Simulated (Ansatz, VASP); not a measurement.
## One calculation of NaF, two programs

Contents of INCAR:

```
PREC = Accurate
ENCUT = 520
EDIFF = 1E-6
ISMEAR = 0
SIGMA = 0.05
LREAL = False
LASPH = True
NELM = 100
ALGO = Normal
ISIF = 2
LWAVE = False
LCHARG = True
GGA = PS
LELF = True
LVHAR = True
NBANDS = 14
```

The input KPOINTS:

```
regular mesh
0
Gamma
  10 10 10
```

POSCAR

```
NaF
1.0
    3.2589548270      0.0000000000      0.0000000000
    1.6294774135      2.8223376700      0.0000000000
    1.6294774135      0.9407792233      2.6609254736
Na F
1 1
Direct
    0.0000000000      0.0000000000      0.0000000000
    0.5000000000      0.5000000000      0.5000000000
```

Contents of input.yaml:

```yaml
crystal:
  lattice:
    - [3.258954827, 0.0, 0.0]
    - [1.6294774135, 2.82233767, 0.0]
    - [1.6294774135, 0.9407792233, 2.6609254736]
  atoms:
    - { symbol: Na, position: [0.0, 0.0, 0.0] }
    - { symbol: F, position: [0.5, 0.5, 0.5] }
hamiltonian:
  xc: pbesol
  pseudopotentials: { kind: paw }
kpoints:
  mp_grid: { grid: [10, 10, 10] }
scf:
  occupations: { method: gaussian, width: 0.05 }
output:
  forces: true
  stress: true
  eigenvalues: true
```

Alike in both runs: task single point; functional PBEsol; k mesh 10 × 10 × 10; occupations gaussian, width 0.05 eV; no spin polarisation.

|  | VASP | Ansatz |
| --- | --- | --- |
| version | VASP 6.6.1 | Ansatz 0.2.0 |
| potentials or method | VASP PAW PBE potentials, release 64 (Na_pv, F) | Ansatz PAW |
| plane-wave cutoff (eV) | 520 | 420 |
| valence electrons in the cell | 14 | 16 |

Ansatz gave:

| Property | Result |
| --- | --- |
| gap on the k mesh at the Fermi level (eV) | 6.27 |
| least direct gap on the mesh (eV) | 6.27 |
| pressure (GPa) | 0.7 |

Question: Which values does VASP return?

Answer: gap on the k mesh at the Fermi level (eV): 6.25; least direct gap on the mesh (eV): 6.25; pressure (GPa): 0.6.

VASP's potentials were made for PBE, not for PBEsol. VASP's potentials hold 14 valence electrons a cell and Ansatz's 16, so a difference there can come from the potentials and not from the codes.
